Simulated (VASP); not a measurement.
SrO, 2 atoms in the cell. It takes space group R3m (No. 160, trigonal). The conventional cell has a = 3.581 Å, b = 3.581 Å, c = 8.772 Å, α = 90.00°, β = 90.00°, γ = 120.00°. Within 3.3 Å of Sr (site symmetry 3m) lie 6 O at 2.52 to 2.54 Å. O (site symmetry 3m) has 6 Sr at 2.52 to 2.54 Å within 3.3 Å.  This cell differs from its parent crystal: atom 1 moved by [-0.01, -0.01, -0.01] A.

```yaml
Program: VASP 6.6.1
Task: single point
Functional: LDA
Potentials_or_basis: VASP PAW LDA potentials, release 64 (Sr_sv, O)
Cutoff: 520 eV
k_mesh: 8 × 8 × 8
Occupations: gaussian, width 0.01 eV
Spin: no spin polarisation
Dipole_correction: no
Further_INCAR_settings: ALGO = Normal; EDIFF = 1e-06; NBANDS = 15
```

Potentials or basis: VASP PAW LDA potentials, release 64 (Sr_sv, O).

The run is started by

```bash
$ cat potpaw_LDA.64/Sr_sv/POTCAR potpaw_LDA.64/O/POTCAR > POTCAR
$ mpirun -np 1 vasp_std > vasp.out
```

Hardware: 1 thread of AMD EPYC 9R45 96-Core Processor (Zen 5), on a shared host.

Question: How long does it take, and how much memory?

Answer: Wall time 15 s on 1 thread of AMD EPYC 9R45 96-Core Processor (Zen 5), on a shared host, peak memory 0.13 GiB. Counts: scf iterations 13, k points 65.
